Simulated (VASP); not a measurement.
Input of a VASP 6.6.1 run:

INCAR

```
SYSTEM = BeS
PREC = Accurate
ENCUT = 600
EDIFF = 1E-6
ISMEAR = 0
SIGMA = 0.01
LREAL = .False.
LASPH = .True.
NELM = 120
ALGO = Normal
ISIF = 2
LWAVE = .False.
LCHARG = .False.
GGA = PE
NBANDS = 11
GGA_COMPAT = .False.
```

File KPOINTS:

```
regular mesh
0
Gamma
  6 6 6
  0 0 0
```

The input POSCAR:

```
BeS
1.0
    0.0000000000      2.3172975249      2.3172975249
    2.3172975249      0.0000000000      2.3172975249
    2.3172975249      2.3172975249      0.0000000000
Be S
1 1
Direct
    0.0000000000      0.0000000000      0.0000000000
    0.5000000000      0.5000000000      0.5000000000
```

Potentials or basis: VASP PAW PBE potentials, release 64 (Be, S).

Launch:

```bash
$ cat potpaw_PBE.64/Be/POTCAR potpaw_PBE.64/S/POTCAR > POTCAR
$ mpirun -np 1 vasp_std > vasp.out
```

(1) What does it give for the pressure?

(2) What does it give for the band gap on the k mesh?

Results:

(1) -0.2 GPa.

(2) 0.98 eV, indirect (least direct gap 4.14 eV).
